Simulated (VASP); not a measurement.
# MgH2 (P6_3mc) in VASP: notebook

Runs on MgH2. Level: PBE. Tasks: single point, relaxation of cell and atoms.

Program: VASP 6.6.1. These are calculated values, not measurements. Logs are shortened: lines on timing, memory, paths and dates and some standing lists are left out, and cuts for length are marked.

### 1 The cell of the first run

The structure is hexagonal, space group P6_3mc (No. 186). Conventional cell: a = 3.020 Å, b = 3.020 Å, c = 9.347 Å, α = 90.00°, β = 90.00°, γ = 120.00°. Mg (site symmetry 3m) has 6 H at 1.98 Å within 2.6 Å. H (site symmetry 3m) has 3 Mg at 1.98 Å and 3 H at 2.55 Å within 2.6 Å. Within 2.6 Å of H (site symmetry 3m) lie 3 Mg at 1.98 Å and 3 H at 2.55 Å.

### 2 Single point, PBE

Contents of INCAR:

```
SYSTEM = MgH2
  ALGO = Normal
  EDIFF = 1E-7
  ENCUT = 520
  GGA = PE
  ISIF = 2
  ISMEAR = 0
  LASPH = .True.
  LCHARG = .False.
  LREAL = .False.
  LWAVE = .False.
  NBANDS = 13
  NELM = 60
  PREC = Accurate
  SIGMA = 0.1
```

Contents of KPOINTS:

```
k-points
0
Gamma
  6 6 2
  0 0 0
```

Contents of POSCAR:

```
MgH2
1.0
    3.0202034758      0.0000000000      0.0000000000
   -1.5101017379      2.6155729346      0.0000000000
    0.0000000000      0.0000000000      9.3466349692
Mg H
2 4
Direct
    0.3333333333      0.6666666667      0.3748912386
    0.6666666667      0.3333333333      0.8748912386
    0.3333333333      0.6666666667     -0.0255501108
    0.6666666667      0.3333333333      0.4744498892
    0.0000000000      0.0000000000      0.2756588722
    0.0000000000      0.0000000000      0.7756588722
```

Potentials or basis: VASP PAW PBE potentials, release 64 (Mg, H).

Started as:

```bash
$ cat potpaw_PBE.64/Mg/POTCAR potpaw_PBE.64/H/POTCAR > POTCAR
$ mpirun -np 1 vasp_std > vasp.out
```

OUTCAR:

```text
SYSTEM = MgH2
   EDIFF = 1E-7
   ENCUT = 520
   GGA = PE
   ISIF = 2
   ISMEAR = 0
   LASPH = .True.
   LREAL = .False.
   NELM = 60
   PREC = Accurate

 ion  position               nearest neighbor table
   1  0.333  0.667  0.375-   5 1.98   5 1.98   5 1.98   4 1.98   4 1.98   4 1.98
   2  0.667  0.333  0.875-   6 1.98   6 1.98   6 1.98   3 1.98   3 1.98   3 1.98
   3  0.333  0.667  0.974-   2 1.98   2 1.98   2 1.98
   4  0.667  0.333  0.474-   1 1.98   1 1.98   1 1.98
   5  0.000  0.000  0.276-   1 1.98   1 1.98   1 1.98
   6  0.000  0.000  0.776-   2 1.98   2 1.98   2 1.98

  LATTYP: Found a hexagonal cell.
 ALAT       =     3.0202034758
 C/A-ratio  =     3.0947037324

  Lattice vectors:

 A1 = (   3.0202034758,   0.0000000000,   0.0000000000)
 A2 = (  -1.5101017379,   2.6155729346,   0.0000000000)
 A3 = (   0.0000000000,   0.0000000000,   9.3466349692)

Analysis of symmetry for initial positions (statically):
=====================================================================
 Subroutine PRICEL returns:
 Original cell was already a primitive cell.

 Routine SETGRP: Setting up the symmetry group for a
 hexagonal supercell.

 Subroutine GETGRP returns: Found 12 space group operations
 (whereof  6 operations were pure point group operations)
 out of a pool of 24 trial point group operations.

The static configuration has the point symmetry C_3v.
 The point group associated with its full space group is C_6v.

Analysis of symmetry for dynamics (positions and initial velocities):
=====================================================================
 Subroutine PRICEL returns:
 Original cell was already a primitive cell.

 Routine SETGRP: Setting up the symmetry group for a
 hexagonal supercell.

 Subroutine GETGRP returns: Found 12 space group operations
 (whereof  6 operations were pure point group operations)
 out of a pool of 24 trial point group operations.

The dynamic configuration has the point symmetry C_3v.
 The point group associated with its full space group is C_6v.

 Subroutine INISYM returns: Found 12 space group operations
 (whereof  6 operations are pure point group operations),
 and found     1 'primitive' translations

----------------------------------------------------------------------------------------

                                     Primitive cell

  volume of cell :      73.8343

  direct lattice vectors                    reciprocal lattice vectors
     3.020203476  0.000000000  0.000000000     0.331103519  0.191162706  0.000000000
    -1.510101738  2.615572935  0.000000000     0.000000000  0.382325412  0.000000000
     0.000000000  0.000000000  9.346634969     0.000000000  0.000000000  0.106990377

  length of vectors
     3.020203476  3.020203476  9.346634969     0.382325412  0.382325412  0.106990377

  position of ions in fractional coordinates (direct lattice)
     0.333333333  0.666666667  0.374891239
     0.666666667  0.333333333  0.874891239
     0.333333333  0.666666667  0.974449889
     0.666666667  0.333333333  0.474449889
     0.000000000  0.000000000  0.275658872
     0.000000000  0.000000000  0.775658872

  ion indices of the primitive-cell ions
   primitive index   ion index
                 1           1
                 2           2
                 3           3
                 4           4
                 5           5
                 6           6

----------------------------------------------------------------------------------------

 KPOINTS: k-points

Automatic generation of k-mesh.
 Grid dimensions read from file:
 generate k-points for:    6    6    2

 Generating k-lattice:

  Cartesian coordinates                     Fractional coordinates (reciprocal lattice)
     0.055183920  0.031860451  0.000000000     0.166666667  0.000000000  0.000000000
     0.000000000  0.063720902  0.000000000     0.000000000  0.166666667  0.000000000
     0.000000000  0.000000000  0.053495189     0.000000000  0.000000000  0.500000000

  Length of vectors
     0.063720902  0.063720902  0.053495189

  Shift w.r.t. Gamma in fractional coordinates (k-lattice)
     0.000000000  0.000000000  0.000000000

 Subroutine IBZKPT returns following result:
 ===========================================

 Found     14 irreducible k-points:

 Following reciprocal coordinates:
            Coordinates               Weight
  0.000000  0.000000  0.000000      1.000000
  0.166667  0.000000  0.000000      6.000000
  0.333333  0.000000  0.000000      6.000000
  0.500000  0.000000  0.000000      3.000000
  0.166667  0.166667  0.000000      6.000000
  0.333333  0.166667  0.000000     12.000000
  0.333333  0.333333  0.000000      2.000000
  0.000000  0.000000  0.500000      1.000000
  0.166667  0.000000  0.500000      6.000000
  0.333333  0.000000  0.500000      6.000000
  0.500000  0.000000  0.500000      3.000000
  0.166667  0.166667  0.500000      6.000000
  0.333333  0.166667  0.500000     12.000000
  0.333333  0.333333  0.500000      2.000000
   k-points           NKPTS =     14   k-points in BZ     NKDIM =     14   number of bands    NBANDS=     13
   number of dos      NEDOS =    301   number of ions     NIONS =      6
   total plane-waves  NPLWV =  40320
   dimension x,y,z NGX =    24 NGY =   24 NGZ =   70
   dimension x,y,z NGXF=    48 NGYF=   48 NGZF=  140
   ions per type =               2   4
   NGX,Y,Z   is equivalent  to a cutoff of  13.21, 13.21, 12.45 a.u.
   NGXF,Y,Z  is equivalent  to a cutoff of  26.42, 26.42, 24.90 a.u.
 SYSTEM =  MgH2
   PREC   = accura    normal or accurate (medium, high low for compatibility)
   ISTART =      0    job   : 0-new  1-cont  2-samecut
   ICHARG =      2    charge: 1-file 2-atom 10-const
   ISPIN  =      1    spin polarized calculation?
   LNONCOLLINEAR =      F non collinear calculations
   LSORBIT =      F    spin-orbit coupling
   LASPH  =      T    aspherical Exc in radial PAW
   ENCUT  =  520.0 eV  38.22 Ry    6.18 a.u.   5.62  5.62 17.38*2*pi/ulx,y,z
   NELM   =     60;   NELMIN=  2; NELMDL= -5     # of ELM steps
   EDIFF  = 0.1E-06   stopping-criterion for ELM
   LREAL  =      F    real-space projection
   EDIFFG = 0.1E-05   stopping-criterion for IOM
   NSW    =      0    number of steps for IOM
   IBRION =     -1    ionic relax: 0-MD 1-quasi-New 2-CG
   NFREE  =      0    steps in history (QN), initial steepest desc. (CG)
   ISIF   =      2    stress and relaxation
   ISYM   =      2    0-nonsym 1-usesym 2-fastsym
   POTIM  = 0.5000    time-step for ionic-motion
   TEBEG  =    0.0;   TEEND  =   0.0 temperature during run
   PSTRESS=    0.0 pullay stress
   NELECT =       8.0000    total number of electrons
   NUPDOWN=      -1.0000    fix difference up-down
   EMIN   =  10.00;   EMAX   =-10.00  energy-range for DOS
   EFERMI =   0.00;   METHOD = LEGACY
   ISMEAR =     0;   SIGMA  =   0.10  broadening in eV -4-tet -1-fermi 0-gaus
   EFERMI_NEDOS =   21; number of points for ismear=-14 and -15
   IALGO  =     38    algorithm
   IMIX   =      4    mixing-type and parameters
     AMIX     =   0.40;   BMIX     =  1.00
     AMIX_MAG =   1.60;   BMIX_MAG =  1.00
  volume/ion in A,a.u.               =      12.31        83.04
  Fermi-wavevector in a.u.,A,eV,Ry     =   0.780463  1.474860  8.287605  0.609122
  Thomas-Fermi vector in A             =   1.883779
   LORBIT       =      0    0 simple, 1 ext, 2 COOP (PROOUT), +10 PAW based schemes
   GGA     = PE    functional components
   LHFCALC =     F    Hartree Fock is set to
   AEXX    =    0.0000 exact exchange contribution
   IVDW    =     0    specifies the selected vdW correction
   LEPSILON=     F    determine dielectric tensor
   LRPA    =     F    only Hartree local field effects (RPA)
 non-spin polarized calculation
 Gauss-broadening in eV      SIGMA  =   0.10
  energy-cutoff  :      520.00
  volume of cell :       73.83
 maximum number of plane-waves:      2038
 NGX is ok and might be reduce to    24
   NGX = 11   NGY = 11   NGZ = 35

 number of electron       8.0000000 magnetization

 Free energy of the ion-electron system (eV)
  ---------------------------------------------------
  ext. energy  EPLUGINS =         0.00000000
  ---------------------------------------------------
  free energy    TOTEN  =       -17.30435928 eV

  energy without entropy =      -17.30435928  energy(sigma->0) =      -17.30435928

 E-fermi :  -1.2454     XC(G=0):  -7.5009

 val. band max:       -1.7235257094   @ k =   0.3333   0.0000   0.0000
 cond. band min:       2.5713103488   @ k =   0.5000   0.0000   0.0000
 fundamental gap:      4.2948360582
 Fermi energy:        -1.2454325776

 k-point     1 :       0.0000    0.0000    0.0000
  band No.  band energies     occupation
      1      -7.6007      2.00000
      2      -7.1845      2.00000
      3      -3.8628      2.00000
      4      -2.4638      2.00000
      5       3.6499      0.00000
      6       7.5352      0.00000
      7       9.3065      0.00000
      8      11.0507      0.00000
      9      12.8472      0.00000
     10      13.1178      0.00000
     11      13.2619      0.00000
     12      13.2625      0.00000
     13      13.3749      0.00000

 k-point     2 :       0.1667    0.0000    0.0000
  band No.  band energies     occupation
      1      -7.0580      2.00000
      2      -6.6497      2.00000
      3      -3.4403      2.00000
      4      -2.1565      2.00000
      5       4.2215      0.00000
      6       6.2875      0.00000
      7       7.5837      0.00000
      8       9.4313      0.00000
      9      10.0093      0.00000
     10      10.5217      0.00000
     11      11.3932      0.00000
     12      11.7105      0.00000
     13      12.0296      0.00000

 k-point     3 :       0.3333    0.0000    0.0000
  band No.  band energies     occupation
      1      -5.5287      2.00000
      2      -5.1625      2.00000
      3      -2.4929      2.00000
      4      -1.7235      2.00000
      5       3.3089      0.00000
      6       4.1932      0.00000
      7       5.9264      0.00000
      8       6.2112      0.00000
      9       7.1718      0.00000
     10      10.3141      0.00000
     11      10.3372      0.00000
     12      10.7152      0.00000
     13      11.1457      0.00000

 k-point     4 :       0.5000    0.0000    0.0000
  band No.  band energies     occupation
      1      -3.8747      2.00000
      2      -3.7108      2.00000
      3      -2.5641      2.00000
      4      -2.3361      2.00000
      5       2.5713      0.00000
      6       3.0067      0.00000
      7       4.3402      0.00000
      8       5.1539      0.00000
      9       8.3780      0.00000
     10       8.6698      0.00000
     11       9.8669      0.00000
     12      10.2630      0.00000
     13      10.6844      0.00000

 k-point     5 :       0.1667    0.1667    0.0000
  band No.  band energies     occupation
      1      -6.0175      2.00000
      2      -5.6330      2.00000
      3      -2.7245      2.00000
      4      -1.7431      2.00000
      5       4.4507      0.00000
      6       5.2267      0.00000
      7       5.4954      0.00000
      8       6.9317      0.00000
      9       7.4338      0.00000
     10       8.8654      0.00000
     11       9.9567      0.00000
     12      10.8287      0.00000
     13      11.1697      0.00000
[... 97 lines left out ...]
 k-point    12 :       0.1667    0.1667    0.5000
  band No.  band energies     occupation
      1      -5.8445      2.00000
      2      -5.8445      2.00000
      3      -2.2337      2.00000
      4      -2.2337      2.00000
      5       4.5628      0.00000
      6       4.5628      0.00000
      7       6.9216      0.00000
      8       6.9216      0.00000
      9       7.7591      0.00000
     10       7.7591      0.00000
     11       9.9704      0.00000
     12       9.9704      0.00000
     13      11.3141      0.00000

 k-point    13 :       0.3333    0.1667    0.5000
  band No.  band energies     occupation
      1      -4.0836      2.00000
      2      -4.0836      2.00000
      3      -2.0677      2.00000
      4      -2.0677      2.00000
      5       3.3351      0.00000
      6       3.3351      0.00000
      7       5.0173      0.00000
      8       5.0173      0.00000
      9       6.7520      0.00000
     10       6.7520      0.00000
     11       9.0831      0.00000
     12       9.0831      0.00000
     13      10.5650      0.00000

 k-point    14 :       0.3333    0.3333    0.5000
  band No.  band energies     occupation
      1      -2.6962      2.00000
      2      -2.6962      2.00000
      3      -2.6948      2.00000
      4      -2.6948      2.00000
      5       3.5304      0.00000
      6       3.5304      0.00000
      7       5.1147      0.00000
      8       5.1147      0.00000
      9       5.3214      0.00000
     10       5.3214      0.00000
     11       6.7383      0.00000
     12       6.7383      0.00000
     13      12.4567      0.00000

------------------------ aborting loop because EDIFF is reached ----------------------------------------

  FORCE on cell =-STRESS in cart. coord.  units (eV):
  Direction    XX          YY          ZZ          XY          YZ          ZX
  --------------------------------------------------------------------------------------
  -------------------------------------------------------------------------------------
  Total       -0.1009953     -0.1009953      0.0538092     -0.0000000      0.0000000      0.0000000
  in kB       -2.1915601     -2.1915601      1.1676404     -0.0000000      0.0000000      0.0000000
  external PRESSURE =      -1.0718266 kB  Pullay stress =       0.0000000 kB

 VOLUME and BASIS-vectors are now :
 -----------------------------------------------------------------------------
  energy-cutoff  :      520.00
  volume of cell :       73.83
      direct lattice vectors                 reciprocal lattice vectors
     3.020203476  0.000000000  0.000000000     0.331103519  0.191162706  0.000000000
    -1.510101738  2.615572935  0.000000000     0.000000000  0.382325412  0.000000000
     0.000000000  0.000000000  9.346634969     0.000000000  0.000000000  0.106990377

 POSITION                                       TOTAL-FORCE (eV/Angst)
 -----------------------------------------------------------------------------------
     -0.00000      1.74372      3.50397         0.000000     -0.000000     -0.001633
      1.51010      0.87186      8.17729        -0.000000      0.000000     -0.001633
     -0.00000      1.74372      9.10783        -0.000000      0.000000     -0.000869
      1.51010      0.87186      4.43451         0.000000     -0.000000     -0.000869
      0.00000      0.00000      2.57648         0.000000     -0.000000      0.002502
      0.00000      0.00000      7.24980         0.000000      0.000000      0.002502
 -----------------------------------------------------------------------------------
    total drift:                                0.000000     -0.000000     -0.000078

  FREE ENERGIE OF THE ION-ELECTRON SYSTEM (eV)
  ---------------------------------------------------
  free  energy   TOTEN  =       -17.3043592756 eV

  energy  without entropy=      -17.3043592756  energy(sigma->0) =      -17.30435928
```

Run time: 7.4 s. Hardware: 1 thread of AMD EPYC 9R45 (Zen 5), shared host; peak memory 0.16 GiB.

Results:

```
Free energy            : -17.3044 eV
Pressure               : -0.1 GPa
Band gap on the k mesh : 4.29 eV (least direct gap 4.90 eV)
```

Forces in eV/Å, atoms in the order of the input:
```
Mg   0.000  0.000 -0.002
Mg   0.000  0.000 -0.002
H    0.000  0.000 -0.001
H    0.000  0.000 -0.001
H    0.000  0.000  0.003
H    0.000  0.000  0.003
```

Stress tensor (GPa, compression positive):
```
-0.22  0.00  0.00
 0.00 -0.22  0.00
 0.00  0.00  0.12
```

Levels at points of the mesh, in eV from the valence-band top:
| k point | band 2 | band 3 | band 4 | band 5 | band 6 | band 7 |
| --- | --- | --- | --- | --- | --- | --- |
| (0.00, 0.00, 0.00) | -5.46 | -2.14 | -0.74 | 5.37 | 9.26 | 11.03 |
| (0.50, 0.00, 0.00) | -1.99 | -0.84 | -0.61 | 4.29 | 4.73 | 6.06 |
| (0.00, 0.00, 0.50) | -5.69 | -1.48 | -1.48 | 6.89 | 6.89 | 12.48 |
| (0.50, 0.00, 0.50) | -2.07 | -0.73 | -0.73 | 4.64 | 4.64 | 6.14 |

A k mesh can miss the band edges.

[end of part 1 of 2]
